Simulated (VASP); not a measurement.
# TiN (Fm-3m) in VASP: a series of runs, part 2 of 2

VASP 6.6.1. The steps go on from the part before.

### 4 Single point, r2SCAN

This run uses another cell than the first one: it holds 2 atoms, not 4.

Contents of POSCAR:

```
TiN
1.0
    0.0000000000      2.1162573850      2.1162573850
    2.1162573850      0.0000000000      2.1162573850
    2.1162573850      2.1162573850      0.0000000000
Ti N
1 1
Direct
    0.5000000000      0.5000000000      0.5000000000
    0.0000000000      0.0000000000      0.0000000000
```

Contents of INCAR.step1:

```
PREC = Accurate ; ENCUT = 1460
ISMEAR = 0 ; SIGMA = 0.05
LREAL = F ; LASPH = T
NELM = 120 ; NBANDS = 16
GGA = PE ; ALGO = Normal
EDIFF = 1E-5 ; LWAVE = T
LCHARG = F ; GGA_COMPAT = F
```

Contents of INCAR.step2:

```
PREC = Accurate ; ENCUT = 1460
EDIFF = 1E-6 ; ISMEAR = 0
SIGMA = 0.05 ; LREAL = F
LASPH = T ; NELM = 120
ALGO = Normal ; ISIF = 2
LWAVE = F ; LCHARG = F
METAGGA = R2SCAN ; LMIXTAU = T
NBANDS = 16 ; ISTART = 1
GGA_COMPAT = F
```

Contents of KPOINTS:

```
regular mesh
0
Gamma
  14 14 14
```

Potentials or basis: VASP PAW PBE potentials, release 64 (Ti_sv, N_h).

Command:

```console
cat potpaw_PBE.64/Ti_sv/POTCAR potpaw_PBE.64/N_h/POTCAR > POTCAR
cp INCAR.step1 INCAR
mpirun -np 1 vasp_std > vasp.out
cp INCAR.step2 INCAR
mpirun -np 1 vasp_std > vasp.out
```

OUTCAR:

```text
PREC = Accurate
   ENCUT = 1460
   EDIFF = 1E-6
   ISMEAR = 0
   LREAL = F
   LASPH = T
   NELM = 120
   ISIF = 2
   METAGGA = R2SCAN
   ISTART = 1

 ion  position               nearest neighbor table
   1  0.500  0.500  0.500-   2 2.12   2 2.12   2 2.12   2 2.12   2 2.12   2 2.12
   2  0.000  0.000  0.000-   1 2.12   1 2.12   1 2.12   1 2.12   1 2.12   1 2.12

  LATTYP: Found a face centered cubic cell.
 ALAT       =     4.2325147700

  Lattice vectors:

 A1 = (   0.0000000000,   2.1162573850,   2.1162573850)
 A2 = (   2.1162573850,   0.0000000000,   2.1162573850)
 A3 = (   2.1162573850,   2.1162573850,   0.0000000000)

Analysis of symmetry for initial positions (statically):
=====================================================================
 Subroutine PRICEL returns:
 Original cell was already a primitive cell.

 Routine SETGRP: Setting up the symmetry group for a
 face centered cubic supercell.

 Subroutine GETGRP returns: Found 48 space group operations
 (whereof 48 operations were pure point group operations)
 out of a pool of 48 trial point group operations.

[... 161 lines left out ...]
  energy without entropy =      -26.01465802  energy(sigma->0) =      -26.01546416

 E-fermi :  12.1125     XC(G=0): -13.9062

 val. band max:       12.1076065687   @ k =   0.2857   0.0714   0.0000
 cond. band min:      12.1256454404   @ k =   0.5000   0.2857   0.1429
 fundamental gap:      0.0180388717
 Fermi energy:        12.1125275098

 k-point     1 :       0.0000    0.0000    0.0000
  band No.  band energies     occupation
      1     -48.2591      2.00000
      2     -23.1932      2.00000
      3     -23.1932      2.00000
      4     -23.1932      2.00000
      5      -6.2025      2.00000
      6       9.7071      2.00000
[... 433 lines left out ...]
      3     -23.2683      2.00000
      4     -23.2565      2.00000
      5      -5.0603      2.00000
      6       5.7249      2.00000
[... 8 lines left out ...]
     15      25.9138      0.00000
     16      29.6056      0.00000

 [... further k-points ...]

------------------------ aborting loop because EDIFF is reached ----------------------------------------

  FORCE on cell =-STRESS in cart. coord.  units (eV):
  Direction    XX          YY          ZZ          XY          YZ          ZX
  --------------------------------------------------------------------------------------
  -------------------------------------------------------------------------------------
  Total        0.1700187      0.1700187      0.1700187      0.0000000      0.0000000      0.0000000
  in kB       14.3704992     14.3704992     14.3704992      0.0000000      0.0000000      0.0000000
  external PRESSURE =      14.3704992 kB  Pullay stress =       0.0000000 kB

 VOLUME and BASIS-vectors are now :
 -----------------------------------------------------------------------------
  energy-cutoff  :     1460.00
  volume of cell :       18.96
      direct lattice vectors                 reciprocal lattice vectors
     0.000000000  2.116257385  2.116257385    -0.236266157  0.236266157  0.236266157
     2.116257385  0.000000000  2.116257385     0.236266157 -0.236266157  0.236266157
     2.116257385  2.116257385  0.000000000     0.236266157  0.236266157 -0.236266157

 POSITION                                       TOTAL-FORCE (eV/Angst)
 -----------------------------------------------------------------------------------
      2.11626      2.11626      2.11626        -0.000000     -0.000000     -0.000000
      0.00000      0.00000      0.00000         0.000000      0.000000      0.000000
 -----------------------------------------------------------------------------------
    total drift:                               -0.000000     -0.000000      0.000000

  FREE ENERGIE OF THE ION-ELECTRON SYSTEM (eV)
  ---------------------------------------------------
  free  energy   TOTEN  =       -26.0162703116 eV

  energy  without entropy=      -26.0146580179  energy(sigma->0) =      -26.01546416
```

OUTCAR.step1:

```text
PREC = Accurate
   ENCUT = 1460
   ISMEAR = 0
   LREAL = F
   LASPH = T
[... 677 lines left out ...]
 -----------------------------------------------------------------------------------
      2.11626      2.11626      2.11626        -0.000000     -0.000000      0.000000
      0.00000      0.00000      0.00000         0.000000      0.000000     -0.000000
 -----------------------------------------------------------------------------------
    total drift:                               -0.000000     -0.000000      0.000000

  FREE ENERGIE OF THE ION-ELECTRON SYSTEM (eV)
  ---------------------------------------------------
  free  energy   TOTEN  =       -19.6421278887 eV

  energy  without entropy=      -19.6405893050  energy(sigma->0) =      -19.64135860
```

OSZICAR.step1:

```text
N       E                     dE             d eps       ncg     rms          rms(c)
DAV:   1     0.204040173029E+03    0.20404E+03   -0.15806E+04  3336   0.264E+03
DAV:   2    -0.550536283197E+01   -0.20955E+03   -0.19317E+03  3672   0.512E+02
DAV:   3    -0.236672569162E+02   -0.18162E+02   -0.17617E+02  4552   0.127E+02
DAV:   4    -0.247750793901E+02   -0.11078E+01   -0.11054E+01  4384   0.248E+01
DAV:   5    -0.247960406891E+02   -0.20961E-01   -0.20960E-01  4008   0.356E+00    0.183E+01
DAV:   6    -0.200142127840E+02    0.47818E+01   -0.12999E+01  4512   0.533E+01    0.671E+00
DAV:   7    -0.196784796540E+02    0.33573E+00   -0.16894E+00  4200   0.158E+01    0.481E+00
DAV:   8    -0.198556482496E+02   -0.17717E+00   -0.99107E-01  4408   0.146E+01    0.538E+00
DAV:   9    -0.196500162907E+02    0.20563E+00   -0.30048E-01  3800   0.844E+00    0.131E+00
DAV:  10    -0.196451053149E+02    0.49110E-02   -0.31887E-02  4000   0.209E+00    0.374E-01
DAV:  11    -0.196421614061E+02    0.29439E-02   -0.43795E-03  5192   0.713E-01    0.128E-01
DAV:  12    -0.196421466394E+02    0.14767E-04   -0.39220E-04  3592   0.176E-01    0.668E-02
DAV:  13    -0.196421325091E+02    0.14130E-04   -0.11896E-04  3696   0.173E-01    0.229E-02
DAV:  14    -0.196421278887E+02    0.46204E-05   -0.12438E-05  2752   0.568E-02
   1 F= -.19642128E+02 E0= -.19641359E+02  d E =-.153858E-02
```

It took 5.4 min on 1 thread of Intel Xeon Platinum 8488C (Sapphire Rapids), shared host; peak memory 0.37 GiB.

Results:

```
Free energy            : -26.0163 eV
Pressure               : 1.4 GPa
Band gap on the k mesh : zero (an odd number of electrons rules out a gap without spin polarisation)
```

Levels at points of the mesh, in eV from the Fermi level:
```csv
k point,band 5,band 6,band 7,band 8,band 9,band 10,band 11,band 12,band 13,band 14
"(0.00, 0.00, 0.00)",-18.32,-2.41,-2.41,-2.41,-0.64,-0.64,-0.64,0.58,0.58,5.93
"(0.50, 0.00, 0.00)",-15.86,-8.56,-5.96,-5.96,1.74,1.74,2.44,5.96,5.96,6.47
"(0.50, 0.50, 0.00)",-16.96,-6.30,-3.64,-3.64,-3.13,1.67,2.45,2.45,3.73,11.25
```

Caveat: the PAW data sets were made with another functional, which shifts forces and pressure a little; an odd number of electrons without spin polarisation forces a metal; a magnetic or distorted state may lie lower.

### 5 The runs side by side

| potentials or basis | spin | cell | k mesh | cutoff (eV) | gap on the mesh (eV) | pressure (GPa) | moment (μB) |
| --- | --- | --- | --- | --- | --- | --- | --- |
| VASP PAW PBE potentials, release 64 (Ti_sv, N) | collinear | a = 2.993, b = 2.993, c = 5.986 Å, angles 60.0°, 4 atoms, atomic positions A | 14 × 14 × 7 | 520 | none | 1.5 | 0.00 |
| VASP PAW PBE potentials, release 64 (Ti_sv, N_h) | collinear | a = 2.952 Å, angles 60.0°, 2 atoms, atomic positions B | 14 × 14 × 14 | 1460 | none | 14.7 | 0.00 |
| VASP PAW PBE potentials, release 64 (Ti_sv, N_h) | off | a = 2.993 Å, angles 60.0°, 2 atoms, atomic positions B | 14 × 14 × 14 | 1460 | none | 1.4 | - |

Alike in all rows: task single point; level r2SCAN; smearing gaussian 0.05 eV.

Caveats: the PAW data sets were made with another functional, which shifts forces and pressure a little; the cell stands under pressure (at least some runs); an odd number of electrons without spin polarisation forces a metal (at least some runs); a magnetic or distorted state may lie lower (at least some runs).

Total energies depend on the potentials used, so only differences within one code and one set of settings carry meaning.
